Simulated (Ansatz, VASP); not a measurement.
## One calculation of FePt, two programs

```
CELL_PARAMETERS angstrom
2.72165 0.00000 0.00000
0.00000 2.72165 0.00000
0.00000 0.00000 3.70000
ATOMIC_POSITIONS crystal
Fe 0.50000 0.50000 0.50000
Pt 0.00000 0.00000 0.00000
```

Alike in both runs: task single point; functional PBE; k mesh 12 × 12 × 9; occupations fermi-dirac, width 0.05 eV; collinear spin.

|  | VASP | Ansatz |
| --- | --- | --- |
| version | VASP 6.6.1 | Ansatz 0.2.0 |
| potentials or method | VASP PAW PBE potentials, release 64 (Fe, Pt), cutoff 520 eV | all-electron LAPW, scalar-relativistic |

|  | VASP | Ansatz | Ansatz less VASP |
| --- | --- | --- | --- |
| pressure (GPa) | 4.6 | 5.1 | +0.44 |
| traceless stress, the component that is largest in VASP (GPa) | 1.23 | 1.20 | -0.030 |
| net moment per atom (μB) | 1.64 | 1.64 | +0.004 |
| size of the moment on the site where the two differ most (μB) | 2.92 | 2.97 | +0.050 |

Site moments also hang on the region over which each program counts them. Ansatz ran all-electron here, and VASP with PAW potentials.

Spin-orbit coupling is off throughout.
